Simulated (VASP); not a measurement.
MoS2:

```xyz
6
Lattice="3.1690 0.0000 0.0000 -1.5845 2.7444 0.0000 0.0000 0.0000 12.3240" Properties=species:S:1:pos:R:3 pbc="T T T"
Mo    1.5845    0.9148    9.2430
Mo    0.0000    1.8296    3.0810
S     1.5845    0.9148    4.6461
S     0.0000    1.8296   10.8081
S     1.5845    0.9148    1.5159
S     0.0000    1.8296    7.6779
```

* Program: VASP 6.6.1
* Task: relaxation of cell and atoms
* Functional: revPBE
* Potentials or basis: VASP PAW PBE potentials, release 64 (Mo_sv, S)
* Cutoff: 600 eV
* k mesh: 10 × 10 × 3
* Occupations: fermi-dirac, width 0.05 eV
* Spin: no spin polarisation

At the start: pressure 3.7 GPa; volume 17.86 Å³/atom.

Question: How do energy, volume and symmetry change on relaxing?

Answer: Over 39 steps the energy falls by 42.5 meV/atom and the volume is 22.96 Å³/atom (+28.5 %); space group P6_3/mmc (No. 194, to 0.1 Å) before and after.

The path:
```tsv
step	energy change (eV)	largest force (eV/Å)	pressure (GPa)	volume (Å³)
1	0.0000	0.0424	3.74	107.18
2	0.0143	0.8987	-4.18	113.79
3	-0.0334	0.4484	-0.11	110.12
4	-0.0612	0.2738	-0.10	111.51
5	-0.0769	0.0272	-0.04	113.43
6	-0.0985	0.0330	-0.02	114.25
7	-0.1494	0.0400	0.21	116.69
8	-0.2055	0.0005	1.12	121.44
9	-0.1784	0.3484	4.34	130.43
10	-0.2090	0.2485	3.14	126.47
11	-0.2251	0.0918	2.14	128.33
12	-0.2370	0.1766	0.48	131.74
13	-0.2416	0.1514	0.37	132.06
14	-0.2499	0.0762	0.05	133.01
15	-0.2509	0.0386	-0.10	133.48
16	-0.2510	0.0191	0.00	133.41
17	-0.2510	0.0068	0.08	133.36
18	-0.2511	0.0072	0.09	133.40
19	-0.2513	0.0087	0.12	133.49
20	-0.2516	0.0112	0.17	133.68
21	-0.2519	0.0149	0.29	134.06
22	-0.2520	0.0171	0.26	134.11
23	-0.2522	0.0244	0.21	134.27
24	-0.2525	0.0391	0.11	134.58
25	-0.2529	0.0680	-0.09	135.21
26	-0.2526	0.1232	-0.47	136.48
27	-0.2529	0.0855	-0.23	135.65
28	-0.2531	0.0831	-0.22	135.79
29	-0.2534	0.0769	-0.23	136.03
30	-0.2539	0.0646	-0.23	136.51
31	-0.2545	0.0385	-0.23	137.47
32	-0.2541	0.0196	-0.23	139.41
33	-0.2546	0.0102	-0.24	138.31
34	-0.2546	0.0194	-0.23	138.01
35	-0.2548	0.0012	-0.07	137.89
36	-0.2549	0.0132	0.01	137.82
37	-0.2549	0.0168	0.03	137.80
38	-0.2549	0.0090	0.02	137.79
39	-0.2549	0.0026	0.04	137.78
```

Final structure:
```
Mo S
1.0
     3.20195    0.00000    0.00000
    -1.60097    2.77297    0.00000
     0.00000    0.00000   15.51790
Mo S
2 4
Direct
  0.66667 0.33333 0.75000
  0.33333 0.66667 0.25000
  0.66667 0.33333 0.35069
  0.33333 0.66667 0.85069
  0.66667 0.33333 0.14931
  0.33333 0.66667 0.64931
```

Caveat: the volume moved by over 15 % at a fixed basis, so the end points are rough; the PAW data sets were made with another functional, which shifts forces and pressure a little; this functional lacks dispersion, which binds the layers, so the pressure and a relaxed spacing across them are unreliable.
